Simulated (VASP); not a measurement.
Os, 1 atom in the cell. It takes space group I4/mmm (No. 139, tetragonal). Conventional cell: a = 2.751 Å, b = 2.751 Å, c = 4.007 Å, α = 90.00°, β = 90.00°, γ = 90.00°. Within 3.6 Å of Os (site symmetry 4/mmm) lie 12 Os at 2.75 to 2.79 Å.  This cell differs from its parent crystal: strain +0.0300 x Voigt [1, 0, 0, 0, 0, 0].

```yaml
Program: VASP 6.6.1
Task: single point
Functional: r2SCAN
Potentials_or_basis: VASP PAW PBE potentials, release 64 (Os)
Cutoff: 520 eV
k_mesh: 20 × 20 × 20
Occupations: gaussian, width 0.15 eV
Spin: no spin polarisation
Dipole_correction: no
Further_INCAR_settings: ALGO = Normal; EDIFF = 1e-06; NBANDS = 10
```

Potentials or basis: VASP PAW PBE potentials, release 64 (Os).

The run is started by

```bash
$ cat potpaw_PBE.64/Os/POTCAR > POTCAR
$ cp INCAR.step1 INCAR
$ mpirun -np 1 vasp_std > vasp.out
$ cp INCAR.step2 INCAR
$ mpirun -np 1 vasp_std > vasp.out
```

Hardware: 1 thread of Intel(R) Xeon(R) 6975P-C (Granite Rapids), with other jobs on the host.

Task: Estimate the wall time of this run.

Result: It took 2.4 min on 1 thread of Intel(R) Xeon(R) 6975P-C (Granite Rapids) (shared host), peak memory 0.22 GiB. Counts: k points 641.
